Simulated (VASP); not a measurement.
Ta: single point with PBE

Ta:

```
Ta
1.0
     3.32026    0.00000    0.00000
     0.00000    3.32026    0.00000
     0.00000    0.00000    3.32026
Ta
2
Direct
  0.00000 0.00000 0.00000
  0.50000 0.50000 0.50000
```

| Item | Value |
| --- | --- |
| Program | VASP 6.6.1 |
| Task | single point |
| Functional | PBE |
| Potentials or basis | VASP PAW PBE potentials, release 64 (Ta_pv) |
| Cutoff | 520 eV |
| k mesh | 13 × 13 × 13 |
| Occupations | methfessel-paxton, width 0.1 eV |
| Spin | no spin polarisation |

| Property | Result |
| --- | --- |
| Pressure | 0.2 GPa |
| Band gap on the k mesh | zero (bands 11 and 12 overlap by 2.48 eV) |

Levels at points of the mesh, in eV from the Fermi level:
```tsv
k point	band 9	band 10	band 11	band 12	band 13	band 14
(0.00, 0.00, 0.00)	-3.69	0.75	0.75	0.75	3.96	3.96
```

Run time: 57 s on 1 thread of Intel Xeon 8259CL, with other jobs on the host, peak memory 0.19 GiB.

Caveat: spin-orbit coupling is left out, which moves the levels of the heavy elements.
